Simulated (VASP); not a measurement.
# AgI (F-43m) in VASP: single point with PBEsol

Aim: the single point of AgI with PBEsol.

Everything below comes from runs of VASP 6.6.1. Logs are shortened: lines on timing, memory, paths and dates and some standing lists are left out, and cuts for length are marked.

### 1 The cell of the first run

The structure is cubic, space group F-43m (No. 216). The conventional cell has a = 6.451 Å, b = 6.451 Å, c = 6.451 Å, α = 90.00°, β = 90.00°, γ = 90.00°. Ag (site symmetry -43m) has 4 I at 2.79 Å within 3.7 Å. I (site symmetry -43m) has 4 Ag at 2.79 Å within 3.7 Å.

### 2 Single point, PBEsol

INCAR reads:

```
SYSTEM = AgI
  ALGO = Normal
  EDIFF = 1E-6
  ENCUT = 500
  GGA = PS
  GGA_COMPAT = .False.
  ISIF = 2
  ISMEAR = -1
  LASPH = .True.
  LCHARG = .False.
  LREAL = Auto
  LWAVE = .False.
  NBANDS = 326
  NELM = 120
  PREC = Accurate
  SIGMA = 0.05
```

KPOINTS reads:

```
k-points
0
Gamma
  1 1 1
  0 0 0
```

POSCAR reads:

```
AgI
1.0
   12.9015360000      0.0000000000      0.0000000000
    0.0000000000     12.9015360000      0.0000000000
    0.0000000000      0.0000000000     12.9015360000
Ag I
32 32
Direct
    0.0000000000      0.0000000000      0.0000000000
    0.0000000000      0.0000000000      0.5000000000
    0.0000000000      0.5000000000      0.0000000000
    0.0000000000      0.5000000000      0.5000000000
    0.5000000000      0.0000000000      0.0000000000
    0.5000000000      0.0000000000      0.5000000000
    0.5000000000      0.5000000000      0.0000000000
    0.5000000000      0.5000000000      0.5000000000
    0.2500000000      0.2500000000      0.0000000000
    0.2500000000      0.2500000000      0.5000000000
    0.2500000000      0.7500000000      0.0000000000
    0.2500000000      0.7500000000      0.5000000000
    0.7500000000      0.2500000000      0.0000000000
    0.7500000000      0.2500000000      0.5000000000
    0.7500000000      0.7500000000      0.0000000000
    0.7500000000      0.7500000000      0.5000000000
    0.2500000000      0.0000000000      0.2500000000
    0.2500000000      0.0000000000      0.7500000000
    0.2500000000      0.5000000000      0.2500000000
    0.2500000000      0.5000000000      0.7500000000
    0.7500000000      0.0000000000      0.2500000000
    0.7500000000      0.0000000000      0.7500000000
    0.7500000000      0.5000000000      0.2500000000
    0.7500000000      0.5000000000      0.7500000000
    0.0000000000      0.2500000000      0.2500000000
    0.0000000000      0.2500000000      0.7500000000
    0.0000000000      0.7500000000      0.2500000000
    0.0000000000      0.7500000000      0.7500000000
    0.5000000000      0.2500000000      0.2500000000
    0.5000000000      0.2500000000      0.7500000000
    0.5000000000      0.7500000000      0.2500000000
    0.5000000000      0.7500000000      0.7500000000
    0.1250000000      0.1250000000      0.1250000000
    0.1250000000      0.1250000000      0.6250000000
    0.1250000000      0.6250000000      0.1250000000
    0.1250000000      0.6250000000      0.6250000000
    0.6250000000      0.1250000000      0.1250000000
    0.6250000000      0.1250000000      0.6250000000
    0.6250000000      0.6250000000      0.1250000000
    0.6250000000      0.6250000000      0.6250000000
    0.3750000000      0.3750000000      0.1250000000
    0.3750000000      0.3750000000      0.6250000000
    0.3750000000      0.8750000000      0.1250000000
    0.3750000000      0.8750000000      0.6250000000
    0.8750000000      0.3750000000      0.1250000000
    0.8750000000      0.3750000000      0.6250000000
    0.8750000000      0.8750000000      0.1250000000
    0.8750000000      0.8750000000      0.6250000000
    0.3750000000      0.1250000000      0.3750000000
    0.3750000000      0.1250000000      0.8750000000
    0.3750000000      0.6250000000      0.3750000000
    0.3750000000      0.6250000000      0.8750000000
    0.8750000000      0.1250000000      0.3750000000
    0.8750000000      0.1250000000      0.8750000000
    0.8750000000      0.6250000000      0.3750000000
    0.8750000000      0.6250000000      0.8750000000
    0.1250000000      0.3750000000      0.3750000000
    0.1250000000      0.3750000000      0.8750000000
    0.1250000000      0.8750000000      0.3750000000
    0.1250000000      0.8750000000      0.8750000000
    0.6250000000      0.3750000000      0.3750000000
    0.6250000000      0.3750000000      0.8750000000
    0.6250000000      0.8750000000      0.3750000000
    0.6250000000      0.8750000000      0.8750000000
```

Potentials or basis: VASP PAW PBE potentials, release 64 (Ag, I).

On the command line:

```sh
cat potpaw_PBE.64/Ag/POTCAR potpaw_PBE.64/I/POTCAR > POTCAR
mpirun -np 1 vasp_gam > vasp.out
```

OUTCAR:

```text
SYSTEM = AgI
   EDIFF = 1E-6
   ENCUT = 500
   GGA = PS
   ISIF = 2
   ISMEAR = -1
   LASPH = .True.
   LREAL = Auto
   NELM = 120
   PREC = Accurate

 ion  position               nearest neighbor table
   1  0.000  0.000  0.000-  33 2.79  47 2.79  54 2.79  60 2.79
   2  0.000  0.000  0.500-  34 2.79  48 2.79  53 2.79  59 2.79
   3  0.000  0.500  0.000-  35 2.79  45 2.79  56 2.79  58 2.79
   4  0.000  0.500  0.500-  36 2.79  46 2.79  55 2.79  57 2.79
   5  0.500  0.000  0.000-  37 2.79  43 2.79  50 2.79  64 2.79
   6  0.500  0.000  0.500-  38 2.79  44 2.79  49 2.79  63 2.79
[... 56 lines left out ...]
  63  0.625  0.875  0.375-   6 2.79  16 2.79  21 2.79  31 2.79
  64  0.625  0.875  0.875-   5 2.79  15 2.79  22 2.79  32 2.79

  LATTYP: Found a simple cubic cell.
 ALAT       =    12.9015360000

  Lattice vectors:

 A1 = (  12.9015360000,   0.0000000000,   0.0000000000)
 A2 = (   0.0000000000,  12.9015360000,   0.0000000000)
 A3 = (   0.0000000000,   0.0000000000,  12.9015360000)

Analysis of symmetry for initial positions (statically):
=====================================================================
 Subroutine PRICEL returns following result:

  LATTYP: Found a face centered cubic cell.
 ALAT       =     6.4507680000

  Lattice vectors:

 A1 = (   3.2253840000,  -3.2253840000,   0.0000000000)
 A2 = (   3.2253840000,   0.0000000000,   3.2253840000)
 A3 = (   0.0000000000,  -3.2253840000,   3.2253840000)

  32 primitive cells build up your supercell.

 Routine SETGRP: Setting up the symmetry group for a
 simple cubic supercell.

 Subroutine GETGRP returns: Found 24 space group operations
 (whereof 24 operations were pure point group operations)
 out of a pool of 48 trial point group operations.

The static configuration has the point symmetry T_d .

Analysis of symmetry for dynamics (positions and initial velocities):
=====================================================================
 Subroutine PRICEL returns following result:

  LATTYP: Found a face centered cubic cell.
 ALAT       =     6.4507680000

  Lattice vectors:

 A1 = (   3.2253840000,  -3.2253840000,   0.0000000000)
 A2 = (   3.2253840000,   0.0000000000,   3.2253840000)
 A3 = (   0.0000000000,  -3.2253840000,   3.2253840000)

  32 primitive cells build up your supercell.

 Routine SETGRP: Setting up the symmetry group for a
 simple cubic supercell.

 Subroutine GETGRP returns: Found 24 space group operations
 (whereof 24 operations were pure point group operations)
 out of a pool of 48 trial point group operations.

The dynamic configuration has the point symmetry T_d .

 Subroutine INISYM returns: Found 24 space group operations
 (whereof 24 operations are pure point group operations),
 and found    32 'primitive' translations

----------------------------------------------------------------------------------------

                                     Primitive cell

  volume of cell :      67.1080

  direct lattice vectors                    reciprocal lattice vectors
     3.225384000 -3.225384000  0.000000000     0.155020301 -0.155020301 -0.155020301
     3.225384000  0.000000000  3.225384000     0.155020301  0.155020301  0.155020301
     0.000000000 -3.225384000  3.225384000    -0.155020301 -0.155020301  0.155020301

  length of vectors
     4.561381797  4.561381797  4.561381797     0.268503038  0.268503038  0.268503038

  position of ions in fractional coordinates (direct lattice)
     0.000000000  0.000000000  0.000000000
     0.750000000  0.750000000  0.750000000

  ion indices of the primitive-cell ions
   primitive index   ion index
                 1           1
                 2          33

----------------------------------------------------------------------------------------

 KPOINTS: k-points

Automatic generation of k-mesh.
 Grid dimensions read from file:
 generate k-points for:    1    1    1

 Generating k-lattice:

  Cartesian coordinates                     Fractional coordinates (reciprocal lattice)
     0.077510151  0.000000000  0.000000000     1.000000000  0.000000000  0.000000000
     0.000000000  0.077510151  0.000000000     0.000000000  1.000000000  0.000000000
     0.000000000  0.000000000  0.077510151     0.000000000  0.000000000  1.000000000

  Length of vectors
     0.077510151  0.077510151  0.077510151

  Shift w.r.t. Gamma in fractional coordinates (k-lattice)
     0.000000000  0.000000000  0.000000000

 Subroutine IBZKPT returns following result:
 ===========================================

 Found      1 irreducible k-points:

 Following reciprocal coordinates:
            Coordinates               Weight
  0.000000  0.000000  0.000000      1.000000
   k-points           NKPTS =      1   k-points in BZ     NKDIM =      1   number of bands    NBANDS=    326
   number of dos      NEDOS =    301   number of ions     NIONS =     64
   total plane-waves  NPLWV = 884736
   dimension x,y,z NGX =    96 NGY =   96 NGZ =   96
   dimension x,y,z NGXF=   192 NGYF=  192 NGZF=  192
   ions per type =              32  32
   NGX,Y,Z   is equivalent  to a cutoff of  12.37, 12.37, 12.37 a.u.
   NGXF,Y,Z  is equivalent  to a cutoff of  24.74, 24.74, 24.74 a.u.
 SYSTEM =  AgI
   PREC   = accura    normal or accurate (medium, high low for compatibility)
   ISTART =      0    job   : 0-new  1-cont  2-samecut
   ICHARG =      2    charge: 1-file 2-atom 10-const
   ISPIN  =      1    spin polarized calculation?
   LNONCOLLINEAR =      F non collinear calculations
   LSORBIT =      F    spin-orbit coupling
   LASPH  =      T    aspherical Exc in radial PAW
   ENCUT  =  500.0 eV  36.75 Ry    6.06 a.u.  23.52 23.52 23.52*2*pi/ulx,y,z
   NELM   =    120;   NELMIN=  2; NELMDL= -5     # of ELM steps
   EDIFF  = 0.1E-05   stopping-criterion for ELM
   LREAL  =      T    real-space projection
   EDIFFG = 0.1E-04   stopping-criterion for IOM
   NSW    =      0    number of steps for IOM
   IBRION =     -1    ionic relax: 0-MD 1-quasi-New 2-CG
   NFREE  =      0    steps in history (QN), initial steepest desc. (CG)
   ISIF   =      2    stress and relaxation
   ISYM   =      2    0-nonsym 1-usesym 2-fastsym
   POTIM  = 0.5000    time-step for ionic-motion
   TEBEG  =    0.0;   TEEND  =   0.0 temperature during run
   PSTRESS=    0.0 pullay stress
   NELECT =     576.0000    total number of electrons
   NUPDOWN=      -1.0000    fix difference up-down
   EMIN   =  10.00;   EMAX   =-10.00  energy-range for DOS
   EFERMI =   0.00;   METHOD = LEGACY
   ISMEAR =    -1;   SIGMA  =   0.05  broadening in eV -4-tet -1-fermi 0-gaus
   EFERMI_NEDOS =   21; number of points for ismear=-14 and -15
   IALGO  =     38    algorithm
   IMIX   =      4    mixing-type and parameters
     AMIX     =   0.40;   BMIX     =  1.00
     AMIX_MAG =   1.60;   BMIX_MAG =  1.00
  volume/ion in A,a.u.               =      33.55       226.43
  Fermi-wavevector in a.u.,A,eV,Ry     =   1.055782  1.995139 15.166082  1.114676
  Thomas-Fermi vector in A             =   2.190993
   LORBIT       =      0    0 simple, 1 ext, 2 COOP (PROOUT), +10 PAW based schemes
   GGA     = PS    functional components
   LHFCALC =     F    Hartree Fock is set to
   AEXX    =    0.0000 exact exchange contribution
   IVDW    =     0    specifies the selected vdW correction
   LEPSILON=     F    determine dielectric tensor
   LRPA    =     F    only Hartree local field effects (RPA)
 non-spin polarized calculation
  energy-cutoff  :      500.00
  volume of cell :     2147.46
 maximum number of plane-waves:     27266
 NGX is ok and might be reduce to    96
   NGX = 47   NGY = 47   NGZ = 47

 number of electron     575.9999683 magnetization

 Free energy of the ion-electron system (eV)
  ---------------------------------------------------
  ext. energy  EPLUGINS =         0.00000000
  ---------------------------------------------------
  free energy    TOTEN  =      -173.79249217 eV

  energy without entropy =     -173.79246330  energy(sigma->0) =     -173.79247773

 E-fermi :   3.8740     XC(G=0):  -8.7231

 val. band max:        3.2488465948   @ k =   0.0000   0.0000   0.0000
 cond. band min:       4.4442565193   @ k =   0.0000   0.0000   0.0000
 fundamental gap:      1.1954099244
 Fermi energy:         3.8740170088

 k-point     1 :       0.0000    0.0000    0.0000
  band No.  band energies     occupation
      1      -9.7088      2.00000
      2      -9.5076      2.00000
      3      -9.5076      2.00000
      4      -9.5076      2.00000
      5      -9.5076      2.00000
      6      -9.5076      2.00000
[... 292 lines left out ...]
    299       6.5587      0.00000
    300       6.6710      0.00000
 [bands above 300 left out]

------------------------ aborting loop because EDIFF is reached ----------------------------------------

  FORCE on cell =-STRESS in cart. coord.  units (eV):
  Direction    XX          YY          ZZ          XY          YZ          ZX
  --------------------------------------------------------------------------------------
  -------------------------------------------------------------------------------------
  Total        2.3772282      2.3772282      2.3772282     -0.0000000      0.0000000     -0.0000000
  in kB        1.7736062      1.7736062      1.7736062     -0.0000000      0.0000000     -0.0000000
  external PRESSURE =       1.7736062 kB  Pullay stress =       0.0000000 kB

 VOLUME and BASIS-vectors are now :
 -----------------------------------------------------------------------------
  energy-cutoff  :      500.00
  volume of cell :     2147.46
      direct lattice vectors                 reciprocal lattice vectors
    12.901536000  0.000000000  0.000000000     0.077510151  0.000000000  0.000000000
     0.000000000 12.901536000  0.000000000     0.000000000  0.077510151  0.000000000
     0.000000000  0.000000000 12.901536000     0.000000000  0.000000000  0.077510151

 POSITION                                       TOTAL-FORCE (eV/Angst)
 -----------------------------------------------------------------------------------
      0.00000      0.00000      0.00000         0.000000      0.000000      0.000000
      0.00000      0.00000      6.45077         0.000000     -0.000000      0.000000
      0.00000      6.45077      0.00000         0.000000     -0.000000     -0.000000
      0.00000      6.45077      6.45077         0.000000      0.000000      0.000000
      6.45077      0.00000      0.00000         0.000000      0.000000      0.000000
      6.45077      0.00000      6.45077        -0.000000     -0.000000      0.000000
[... 56 lines left out ...]
      8.06346     11.28884      4.83808        -0.000000      0.000000     -0.000000
      8.06346     11.28884     11.28884        -0.000000     -0.000000     -0.000000
 -----------------------------------------------------------------------------------
    total drift:                                0.000000      0.000000      0.000000

  FREE ENERGIE OF THE ION-ELECTRON SYSTEM (eV)
  ---------------------------------------------------
  free  energy   TOTEN  =      -173.7924921666 eV

  energy  without entropy=     -173.7924633000  energy(sigma->0) =     -173.79247773
```

Run time: 19 min. Hardware: 1 thread of Intel Xeon Platinum 8375C at 2.90GHz (Ice Lake), shared host; peak memory 1.6 GiB.

What came out:

```
Free energy            : -173.7925 eV
Pressure               : 0.2 GPa
Band gap on the k mesh : 1.20 eV
```

Levels at points of the mesh, in eV from the valence-band top:
| k point | band 286 | band 287 | band 288 | band 289 | band 290 | band 291 |
| --- | --- | --- | --- | --- | --- | --- |
| (0.00, 0.00, 0.00) | 0.00 | 0.00 | 0.00 | 1.20 | 2.63 | 2.63 |

Caveat: the k points lie up to 0.49 Å⁻¹ apart; the PAW data sets were made with another functional, which shifts forces and pressure a little; spin-orbit coupling is left out, which moves the levels of the heavy elements; an odd mesh through Γ misses points on the zone boundary, where band edges can lie.
